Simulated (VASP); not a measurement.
Write the native input for VASP 6.6.1 that does the following.

```yaml
Task: single point
Functional: HSE06
Potentials_or_basis: VASP PAW PBE potentials, release 64 (Tl_d, Cl)
Cutoff: 400 eV
k_mesh: 4 × 4 × 4
Occupations: fermi-dirac, width 0.001 eV
Spin: no spin polarisation
Dipole_correction: no
Grid_for_exact_exchange_PRECFOCK: Normal
Further_INCAR_settings: ALGO = Normal; EDIFF = 1e-06; NBANDS = 17
Share_of_exact_exchange: 0.25
Screening_parameter: 0.2079 1/Å
```

TlCl:

```
CELL_PARAMETERS angstrom
3.79363 0.00000 0.00000
0.00000 3.79363 0.00000
0.00000 0.00000 3.79363
ATOMIC_POSITIONS crystal
Tl 0.00000 0.00000 0.00000
Cl 0.50000 0.50000 0.50000
```

One way to write it, as run:

POSCAR

```
TlCl
1.0
    3.7936346873      0.0000000000      0.0000000000
    0.0000000000      3.7936346873      0.0000000000
    0.0000000000      0.0000000000      3.7936346873
Tl Cl
1 1
Direct
    0.0000000000      0.0000000000      0.0000000000
    0.5000000000      0.5000000000      0.5000000000
```

INCAR.step1

```
PREC     = Accurate       # precision mode
ENCUT    = 400            # plane-wave cutoff, eV
EDIFF    = 1E-5           # SCF threshold, eV
ISMEAR   = -1             # smearing method
SIGMA    = 0.001          # smearing width, eV
LREAL    = False          # projectors in reciprocal space
LASPH    = True           # aspherical terms in the spheres
NELM     = 120            # most SCF steps
ALGO     = Normal         # electronic algorithm
ISIF     = 2              # what is computed and relaxed
LWAVE    = True           # write WAVECAR
LCHARG   = False          # write CHGCAR
GGA      = PE             # functional
NBANDS   = 17             # bands
GGA_COMPAT= False
```

INCAR.step2

```
PREC     = Accurate       # precision mode
ENCUT    = 400            # plane-wave cutoff, eV
EDIFF    = 1E-6           # SCF threshold, eV
ISMEAR   = -1             # smearing method
SIGMA    = 0.001          # smearing width, eV
LREAL    = False          # projectors in reciprocal space
LASPH    = True           # aspherical terms in the spheres
NELM     = 120            # most SCF steps
ALGO     = Normal         # electronic algorithm
ISIF     = 2              # what is computed and relaxed
LWAVE    = False          # write WAVECAR
LCHARG   = False          # write CHGCAR
GGA      = PE             # functional
LHFCALC  = True           # exact exchange
HFSCREEN = 0.2079         # screening, 1/A
PRECFOCK = Normal       
ISTART   = 1            
NBANDS   = 17             # bands
GGA_COMPAT= False
```

KPOINTS

```
regular mesh
0
Gamma
  4 4 4
```

Potentials or basis: VASP PAW PBE potentials, release 64 (Tl_d, Cl).

The run is started by

```console
$ cat potpaw_PBE.64/Tl_d/POTCAR potpaw_PBE.64/Cl/POTCAR > POTCAR
$ cp INCAR.step1 INCAR
$ mpirun -np 1 vasp_std > vasp.out
$ cp INCAR.step2 INCAR
$ mpirun -np 1 vasp_std > vasp.out
```

Results of the run:

| Property | Result |
| --- | --- |
| Pressure | 1.9 GPa |
| Band gap on the k mesh | 2.74 eV |

Caveat: the PAW data sets were made with another functional, which shifts forces and pressure a little; spin-orbit coupling is left out, which moves the levels of the heavy elements.

It took 4.8 min on 1 thread of Intel(R) Xeon(R) Platinum 8488C (Sapphire Rapids), on a shared host, peak memory 0.26 GiB.
